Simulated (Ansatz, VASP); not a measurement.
# One calculation of AlNi3, two programs

Contents of INCAR:

```
SYSTEM = AlNi3
PREC = Accurate
ENCUT = 600
EDIFF = 1E-6
ISMEAR = 0
SIGMA = 0.1
LREAL = .FALSE.
LASPH = .TRUE.
NELM = 150
ALGO = Normal
ISIF = 3
LWAVE = .FALSE.
LCHARG = .FALSE.
ISPIN = 2
MAGMOM = 0 0.3 0.3 0.3
LORBIT = 11
LMAXMIX = 4
GGA = PS
IBRION = 2
NSW = 70
EDIFFG = -0.005
```

KPOINTS

```
Automatic mesh
0
G
  12 12 12
  0 0 0
```

The input POSCAR:

```
AlNi3
1.0
    3.5666788647      0.0000000000      0.0000000000
    0.0000000000      3.5666788647      0.0000000000
    0.0000000000      0.0000000000      3.5666788647
Al Ni
1 3
Direct
    0.0000000000      0.0000000000      0.0000000000
    0.0000000000      0.5000000000      0.5000000000
    0.5000000000      0.0000000000      0.5000000000
    0.5000000000      0.5000000000      0.0000000000
```

Input for Ansatz:

```yaml
crystal:
  lattice:
    - [3.5666788946, 0.0, 0.0]
    - [0.0, 3.5666788946, 0.0]
    - [0.0, 0.0, 3.5666788946]
  atoms:
    - { symbol: Al, position: [0.0, 0.0, 0.0] }
    - { symbol: Ni, position: [0.0, 0.5, 0.5], spin: 0.3 }
    - { symbol: Ni, position: [0.5, 0.0, 0.5], spin: 0.3 }
    - { symbol: Ni, position: [0.5, 0.5, 0.0], spin: 0.3 }
basis:
  ecutwfc: 420
kpoints:
  mp_grid: { grid: [12, 12, 12] }
hamiltonian:
  xc: pbesol
scf:
  occupations: { method: gaussian, width: 0.1 }
output:
  forces: true
  stress: true
  eigenvalues: true
  populations: true
magnetization:
  spin_polarized: true
relax:
  adjacent_minimum: "off"
  f_tol: 0.005
  max_steps: 50
  cell: { stress_tol: 0.05 }
```

Alike in both runs: task relaxation of cell and atoms; functional PBEsol; k mesh 12 × 12 × 12; occupations gaussian, width 0.1 eV; collinear spin.

|  | VASP | Ansatz |
| --- | --- | --- |
| version | VASP 6.6.1 | Ansatz 0.2.0 |
| potentials or method | VASP PAW PBE potentials, release 64 (Al, Ni), cutoff 600 eV | scalar-relativistic, plane waves, PAW |
| valence electrons in the cell | 33 | 57 |

```csv
,VASP,Ansatz,Ansatz less VASP
"gap on the k mesh at the Fermi level, each at its own relaxed structure (eV)",none,none,-
net moment per atom (μB),0.16,0.17,+0.007
size of the moment on the site where the two differ most (μB),0.23,0.25,+0.021
relaxed volume (Å³/atom),10.90,10.90,-0.003
relaxed length of the cell vector where the two differ most in proportion (Å),3.520,3.519,-0.0004
```

VASP's potentials were made for PBE, not for PBEsol. Site moments also hang on the region over which each program counts them. A gap of «none» marks a metal or a gap that the smearing closes. VASP's potentials hold 33 valence electrons a cell and Ansatz's 57, so a difference there can come from the potentials and not from the codes.
